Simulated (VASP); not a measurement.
# TaN in VASP: notebook

The runs below take TaN through single point, with PBEsol.

Program: VASP 6.6.1. These are calculated values, not measurements. Logs are shortened: lines on timing, memory, paths and dates and some standing lists are left out, and cuts for length are marked.

## Step 1: The cell of the first run

Symmetry: I4/mmm, No. 139, tetragonal system. Conventional cell: a = 3.051 Å, b = 3.051 Å, c = 4.358 Å, α = 90.00°, β = 90.00°, γ = 90.00°. Within 2.9 Å of Ta (site symmetry 4/mmm) lie 6 N at 2.16 to 2.18 Å. N (site symmetry 4/mmm) has 6 Ta at 2.16 to 2.18 Å within 2.9 Å.

## Step 2: Single point, PBEsol (equal xx and yy strain of -1 %)

INCAR

```
  ALGO = Normal
  EDIFF = 1E-7
  ENCUT = 520
  GGA = PS
  ISIF = 2
  ISMEAR = -1
  LASPH = True
  LCHARG = True
  LELF = True
  LREAL = False
  LVHAR = True
  LWAVE = False
  NBANDS = 15
  NELM = 100
  PREC = Accurate
  SIGMA = 0.02
```

KPOINTS

```
k-points
0
Gamma
  9 9 9
```

POSCAR

```
TaN
1.0
    0.0000000000      2.1572100000      2.1790000000
    2.1572100000      0.0000000000      2.1790000000
    2.1572100000      2.1572100000      0.0000000000
Ta N
1 1
Direct
    0.5000000000      0.5000000000      0.5000000000
    0.0000000000      0.0000000000      0.0000000000
```

Potentials or basis: VASP PAW PBE potentials, release 64 (Ta_pv, N).

Started as:

```console
cat potpaw_PBE.64/Ta_pv/POTCAR potpaw_PBE.64/N/POTCAR > POTCAR
mpirun -np 1 vasp_std > vasp.out
```

OUTCAR:

```text
EDIFF = 1E-7
   ENCUT = 520
   GGA = PS
   ISIF = 2
   ISMEAR = -1
   LASPH = True
   LREAL = False
   NELM = 100
   PREC = Accurate

 ion  position               nearest neighbor table
   1  0.500  0.500  0.500-   2 2.16   2 2.16   2 2.16   2 2.16   2 2.18   2 2.18
   2  0.000  0.000  0.000-   1 2.16   1 2.16   1 2.16   1 2.16   1 2.18   1 2.18

  LATTYP: Found a body centered tetragonal cell.
 ALAT       =     3.0507556389
 C/A-ratio  =     1.4284985479

  Lattice vectors:

 A1 = (  -2.1572100000,   0.0000000000,   2.1790000000)
 A2 = (   2.1572100000,   0.0000000000,   2.1790000000)
 A3 = (   0.0000000000,   2.1572100000,  -2.1790000000)

Analysis of symmetry for initial positions (statically):
=====================================================================
 Subroutine PRICEL returns:
 Original cell was already a primitive cell.

 Routine SETGRP: Setting up the symmetry group for a
 body centered tetragonal supercell.

 Subroutine GETGRP returns: Found 16 space group operations
 (whereof 16 operations were pure point group operations)
 out of a pool of 16 trial point group operations.

The static configuration has the point symmetry D_4h.

Analysis of symmetry for dynamics (positions and initial velocities):
=====================================================================
 Subroutine PRICEL returns:
 Original cell was already a primitive cell.

 Routine SETGRP: Setting up the symmetry group for a
 body centered tetragonal supercell.

 Subroutine GETGRP returns: Found 16 space group operations
 (whereof 16 operations were pure point group operations)
 out of a pool of 16 trial point group operations.

The dynamic configuration has the point symmetry D_4h.

 Subroutine INISYM returns: Found 16 space group operations
 (whereof 16 operations are pure point group operations),
 and found     1 'primitive' translations

----------------------------------------------------------------------------------------

                                     Primitive cell

  volume of cell :      20.2802

  direct lattice vectors                    reciprocal lattice vectors
     0.000000000  2.157210000  2.179000000    -0.231780865  0.231780865  0.229463056
     2.157210000  0.000000000  2.179000000     0.231780865 -0.231780865  0.229463056
     2.157210000  2.157210000  0.000000000     0.231780865  0.231780865 -0.229463056

  length of vectors
     3.066202209  3.066202209  3.050755639     0.400122523  0.400122523  0.400122523

  position of ions in fractional coordinates (direct lattice)
     0.500000000  0.500000000  0.500000000
     0.000000000  0.000000000  0.000000000

  ion indices of the primitive-cell ions
   primitive index   ion index
                 1           1
                 2           2

----------------------------------------------------------------------------------------

 KPOINTS: k-points

Automatic generation of k-mesh.
 Grid dimensions read from file:
 generate k-points for:    9    9    9

 Generating k-lattice:

  Cartesian coordinates                     Fractional coordinates (reciprocal lattice)
    -0.025753429  0.025753429  0.025495895     0.111111111  0.000000000  0.000000000
     0.025753429 -0.025753429  0.025495895     0.000000000  0.111111111  0.000000000
     0.025753429  0.025753429 -0.025495895    -0.000000000 -0.000000000  0.111111111

  Length of vectors
     0.044458058  0.044458058  0.044458058

  Shift w.r.t. Gamma in fractional coordinates (k-lattice)
     0.000000000  0.000000000  0.000000000

 Subroutine IBZKPT returns following result:
 ===========================================

 Found     75 irreducible k-points:

 Following reciprocal coordinates:
            Coordinates               Weight
  0.000000  0.000000  0.000000      1.000000
  0.111111  0.000000  0.000000      8.000000
  0.222222  0.000000  0.000000      8.000000
  0.333333  0.000000  0.000000      8.000000
  0.444444  0.000000  0.000000      8.000000
  0.111111  0.111111  0.000000      2.000000
[... 16 lines left out ...]
 -0.333333  0.333333  0.000000      4.000000
  0.444444  0.444444  0.000000      2.000000
 [... further k-points ...]
   k-points           NKPTS =     75   k-points in BZ     NKDIM =     75   number of bands    NBANDS=     15
   number of dos      NEDOS =    301   number of ions     NIONS =      2
   total plane-waves  NPLWV =  13824
   dimension x,y,z NGX =    24 NGY =   24 NGZ =   24
   dimension x,y,z NGXF=    48 NGYF=   48 NGZF=   48
   ions per type =               1   1
   NGX,Y,Z   is equivalent  to a cutoff of  13.01, 13.01, 13.08 a.u.
   NGXF,Y,Z  is equivalent  to a cutoff of  26.03, 26.03, 26.16 a.u.
 SYSTEM =  unknown system
   PREC   = accura    normal or accurate (medium, high low for compatibility)
   ISTART =      0    job   : 0-new  1-cont  2-samecut
   ICHARG =      2    charge: 1-file 2-atom 10-const
   ISPIN  =      1    spin polarized calculation?
   LNONCOLLINEAR =      F non collinear calculations
   LSORBIT =      F    spin-orbit coupling
   LASPH  =      T    aspherical Exc in radial PAW
   ENCUT  =  520.0 eV  38.22 Ry    6.18 a.u.   5.70  5.70  5.67*2*pi/ulx,y,z
   NELM   =    100;   NELMIN=  2; NELMDL= -5     # of ELM steps
   EDIFF  = 0.1E-06   stopping-criterion for ELM
   LREAL  =      F    real-space projection
   EDIFFG = 0.1E-05   stopping-criterion for IOM
   NSW    =      0    number of steps for IOM
   IBRION =     -1    ionic relax: 0-MD 1-quasi-New 2-CG
   NFREE  =      0    steps in history (QN), initial steepest desc. (CG)
   ISIF   =      2    stress and relaxation
   ISYM   =      2    0-nonsym 1-usesym 2-fastsym
   POTIM  = 0.5000    time-step for ionic-motion
   TEBEG  =    0.0;   TEEND  =   0.0 temperature during run
   PSTRESS=    0.0 pullay stress
   NELECT =      16.0000    total number of electrons
   NUPDOWN=      -1.0000    fix difference up-down
   EMIN   =  10.00;   EMAX   =-10.00  energy-range for DOS
   EFERMI =   0.00;   METHOD = LEGACY
   ISMEAR =    -1;   SIGMA  =   0.02  broadening in eV -4-tet -1-fermi 0-gaus
   EFERMI_NEDOS =   21; number of points for ismear=-14 and -15
   IALGO  =     38    algorithm
   IMIX   =      4    mixing-type and parameters
     AMIX     =   0.40;   BMIX     =  1.00
     AMIX_MAG =   1.60;   BMIX_MAG =  1.00
  volume/ion in A,a.u.               =      10.14        68.43
  Fermi-wavevector in a.u.,A,eV,Ry     =   1.512716  2.858619 31.134353  2.288310
  Thomas-Fermi vector in A             =   2.622603
   LORBIT       =      0    0 simple, 1 ext, 2 COOP (PROOUT), +10 PAW based schemes
   GGA     = PS    functional components
   LHFCALC =     F    Hartree Fock is set to
   AEXX    =    0.0000 exact exchange contribution
   IVDW    =     0    specifies the selected vdW correction
   LEPSILON=     F    determine dielectric tensor
   LRPA    =     F    only Hartree local field effects (RPA)
 non-spin polarized calculation
  energy-cutoff  :      520.00
  volume of cell :       20.28
 maximum number of plane-waves:       558
   NGX = 11   NGY = 11   NGZ = 11

 number of electron      15.9999998 magnetization

 Free energy of the ion-electron system (eV)
  ---------------------------------------------------
  ext. energy  EPLUGINS =         0.00000000
  ---------------------------------------------------
  free energy    TOTEN  =       -23.18059481 eV

  energy without entropy =      -23.17935429  energy(sigma->0) =      -23.17997455

 E-fermi :   9.7997     XC(G=0): -13.8524

 val. band max:        9.7478885765   @ k =  -0.4444   0.2222   0.1111
 cond. band min:       9.8025417686   @ k =  -0.2222  -0.0000   0.2222
 fundamental gap:      0.0546531921
 Fermi energy:         9.7996588911

 k-point     1 :       0.0000    0.0000    0.0000
  band No.  band energies     occupation
      1     -25.7041      2.00000
      2     -25.6946      2.00000
      3     -25.6946      2.00000
      4      -9.2815      2.00000
      5       5.9551      2.00000
      6       6.0087      2.00000
      7       6.0087      2.00000
      8       7.5700      2.00000
      9       7.6955      2.00000
     10       7.6955      2.00000
     11       9.8570      0.10743
     12      10.0301      0.00002
     13      11.9076      0.00000
     14      19.3160      0.00000
     15      22.3881      0.00000

 k-point     2 :       0.1111    0.0000    0.0000
  band No.  band energies     occupation
      1     -25.8288      2.00000
      2     -25.7133      2.00000
      3     -25.7052      2.00000
      4      -8.9533      2.00000
      5       4.6317      2.00000
      6       5.0186      2.00000
      7       5.0581      2.00000
      8       8.0744      2.00000
      9       8.1440      2.00000
     10       8.2111      2.00000
     11      11.0418      0.00000
     12      11.2307      0.00000
     13      12.7422      0.00000
     14      20.2744      0.00000
     15      22.3874      0.00000

 k-point     3 :       0.2222    0.0000    0.0000
  band No.  band energies     occupation
      1     -26.1464      2.00000
      2     -25.7446      2.00000
      3     -25.7317      2.00000
      4      -8.0828      2.00000
      5       2.5114      2.00000
      6       3.6317      2.00000
      7       3.6608      2.00000
      8       8.8883      2.00000
      9       9.1437      2.00000
     10       9.1679      2.00000
     11      13.3391      0.00000
     12      13.5700      0.00000
     13      14.3845      0.00000
     14      22.3068      0.00000
     15      22.4157      0.00000
[... 343 lines left out ...]
 k-point    23 :      -0.3333    0.3333    0.0000
  band No.  band energies     occupation
      1     -26.3797      2.00000
      2     -26.3214      2.00000
      3     -25.8870      2.00000
      4      -6.9019      2.00000
      5       1.0847      2.00000
      6       2.8267      2.00000
      7       2.8877      2.00000
      8       9.0720      2.00000
      9      11.9752      0.00000
     10      11.9788      0.00000
     11      14.2788      0.00000
     12      16.8725      0.00000
     13      20.0194      0.00000
     14      21.4657      0.00000
     15      21.6718      0.00000

 k-point    24 :       0.4444    0.4444    0.0000
  band No.  band energies     occupation
      1     -26.5477      2.00000
      2     -26.0141      2.00000
      3     -26.0141      2.00000
      4      -7.9558      2.00000
      5       2.8659      2.00000
      6       4.1729      2.00000
      7       5.1961      2.00000
      8       5.1961      2.00000
      9      12.0824      0.00000
     10      13.6885      0.00000
     11      13.6885      0.00000
     12      14.8462      0.00000
     13      17.4980      0.00000
     14      19.4794      0.00000
     15      22.4057      0.00000

 [... further k-points ...]
[... 5 lines left out ...]
  --------------------------------------------------------------------------------------
  -------------------------------------------------------------------------------------
  Total        2.0920582      2.0920582      0.9562580      0.0000000     -0.0000000      0.0000000
  in kB      165.2769415    165.2769415     75.5463665      0.0000000     -0.0000000      0.0000000
  external PRESSURE =     135.3667498 kB  Pullay stress =       0.0000000 kB

 VOLUME and BASIS-vectors are now :
 -----------------------------------------------------------------------------
  energy-cutoff  :      520.00
  volume of cell :       20.28
      direct lattice vectors                 reciprocal lattice vectors
     0.000000000  2.157210000  2.179000000    -0.231780865  0.231780865  0.229463056
     2.157210000  0.000000000  2.179000000     0.231780865 -0.231780865  0.229463056
     2.157210000  2.157210000  0.000000000     0.231780865  0.231780865 -0.229463056

 POSITION                                       TOTAL-FORCE (eV/Angst)
 -----------------------------------------------------------------------------------
      2.15721      2.15721      2.17900         0.000000     -0.000000     -0.000000
      0.00000      0.00000      0.00000        -0.000000      0.000000      0.000000
 -----------------------------------------------------------------------------------
    total drift:                                0.000000     -0.000000     -0.000000

  FREE ENERGIE OF THE ION-ELECTRON SYSTEM (eV)
  ---------------------------------------------------
  free  energy   TOTEN  =       -23.1805948058 eV

  energy  without entropy=      -23.1793542869  energy(sigma->0) =      -23.17997455
```

Run time: 23 s. Hardware: 1 thread of AMD EPYC 7R43 (Zen 3), shared host; peak memory 0.12 GiB.

What came out:

| Property | Result |
| --- | --- |
| Free energy | -23.1806 eV |
| Pressure | 13.5 GPa |
| Band gap on the k mesh | zero (band 8 reaches 11.59 eV, above the bottom of band 9 at 7.70 eV) |

Stress tensor (GPa, compression positive):
```
16.53  0.00  0.00
 0.00 16.53  0.00
 0.00  0.00  7.55
```

Caveat: the cell differs from its parent crystal (equal xx and yy strain of -1 %); the PAW data sets were made with another functional, which shifts forces and pressure a little; spin-orbit coupling is left out, which moves the levels of the heavy elements.

## Step 3: Single point, PBEsol (equal xx and yy strain of +1 %)

INCAR

```
SYSTEM = TaN
PREC = Accurate ; ENCUT = 520
EDIFF = 1E-7 ; ISMEAR = -1
SIGMA = 0.02 ; LREAL = .FALSE.
LASPH = .TRUE. ; NELM = 80
ALGO = Normal ; ISIF = 2
LWAVE = .FALSE. ; LCHARG = .FALSE.
GGA = PS ; NBANDS = 15
```

KPOINTS

```
regular mesh
0
G
  9 9 9
  0 0 0
```

POSCAR

```
TaN
1.0
    0.0000000000      2.2007900000      2.1790000000
    2.2007900000      0.0000000000      2.1790000000
    2.2007900000      2.2007900000      0.0000000000
Ta N
1 1
Direct
    0.5000000000      0.5000000000      0.5000000000
    0.0000000000      0.0000000000      0.0000000000
```

Potentials or basis: VASP PAW PBE potentials, release 64 (Ta_pv, N).

Started as:

```console
cat potpaw_PBE.64/Ta_pv/POTCAR potpaw_PBE.64/N/POTCAR > POTCAR
mpirun -np 1 vasp_std > vasp.out
```

Wall time 22 s (1 thread of AMD EPYC 7R43 (Zen 3), shared host); peak memory 0.11 GiB.

Results (log left out):

```yaml
Free_energy: -23.2104 eV
Pressure: -1.8 GPa
Band_gap_on_the_k_mesh: zero (band 8 reaches 11.03 eV, above the bottom of band 9 at 7.27 eV)
```

Stress tensor (GPa, compression positive):
```
-4.18  0.00  0.00
 0.00 -4.18  0.00
 0.00  0.00  3.03
```

Levels at points of the mesh, in eV from the Fermi level:
```tsv
k point	band 6	band 7	band 8	band 9	band 10	band 11
(0.00, 0.00, 0.00)	-3.72	-3.67	-2.08	-2.08	-1.96	0.06
```

Caveat: the cell differs from its parent crystal (equal xx and yy strain of +1 %); the PAW data sets were made with another functional, which shifts forces and pressure a little; spin-orbit coupling is left out, which moves the levels of the heavy elements.

## Step 4: Single point, PBEsol (equal xy, yz and zx shear strains of -2 %)

INCAR

```
SYSTEM = TaN
ALGO = Normal ; EDIFF = 1E-6
ENCUT = 520 ; GGA = PS
ISIF = 2 ; ISMEAR = -1
LASPH = .True. ; LCHARG = .False.
LREAL = .False. ; LWAVE = .False.
NBANDS = 15 ; NELM = 80
PREC = Accurate ; SIGMA = 0.02
```

KPOINTS

```
k-points
0
Gamma
  9 9 9
  0 0 0
```

POSCAR

```
TaN
1.0
   -0.0435800000      2.1572100000      2.1572100000
    2.1572100000     -0.0435800000      2.1572100000
    2.1572100000      2.1572100000     -0.0435800000
Ta N
1 1
Direct
    0.5000000000      0.5000000000      0.5000000000
    0.0000000000      0.0000000000      0.0000000000
```

Started as:

```console
cat potpaw_PBE.64/Ta_pv/POTCAR potpaw_PBE.64/N/POTCAR > POTCAR
mpirun -np 1 vasp_std > vasp.out
```

Run time: 14 s. Hardware: 1 thread of Intel Xeon 6975P-C, shared host; peak memory 0.16 GiB.

Results (log left out):

```yaml
Free_energy: -23.2048 eV
Pressure: 5.6 GPa
Band_gap_on_the_k_mesh: zero (band 8 reaches 11.36 eV, above the bottom of band 9 at 7.31 eV)
```

Stress tensor (GPa, compression positive):
```
5.56 0.86 0.86
0.86 5.56 0.86
0.86 0.86 5.56
```

Levels at points of the mesh, in eV from the Fermi level:
```
           k point  band 6  band 7  band 8  band 9  band 10  band 11
(0.00, 0.00, 0.00)   -3.79   -3.62   -2.24   -2.24    -1.76     0.18
```

Caveat: the cell differs from its parent crystal (equal xy, yz and zx shear strains of -2 %); the PAW data sets were made with another functional, which shifts forces and pressure a little; spin-orbit coupling is left out, which moves the levels of the heavy elements.

## Step 5: Summary

| cell | gap on the mesh (eV) | pressure (GPa) |
| --- | --- | --- |
| a = 3.066, b = 3.066, c = 3.051 Å, angles 60.2, 60.2, 59.7°, 2 atoms | none | 13.5 |
| a = 3.097, b = 3.097, c = 3.112 Å, angles 59.8, 59.8, 60.3°, 2 atoms | none | -1.8 |
| a = 3.051 Å, angles 61.3°, 2 atoms | none | 5.6 |

Alike in all rows: task single point; level PBEsol; potentials or basis VASP PAW PBE potentials, release 64 (Ta_pv, N); no spin polarisation; k mesh 9 × 9 × 9; cutoff (eV) 520; smearing fermi-dirac 0.02 eV.

Caveats: the PAW data sets were made with another functional, which shifts forces and pressure a little; spin-orbit coupling is left out, which moves the levels of the heavy elements.

Absolute energies hang on the potentials; compare differences alone.
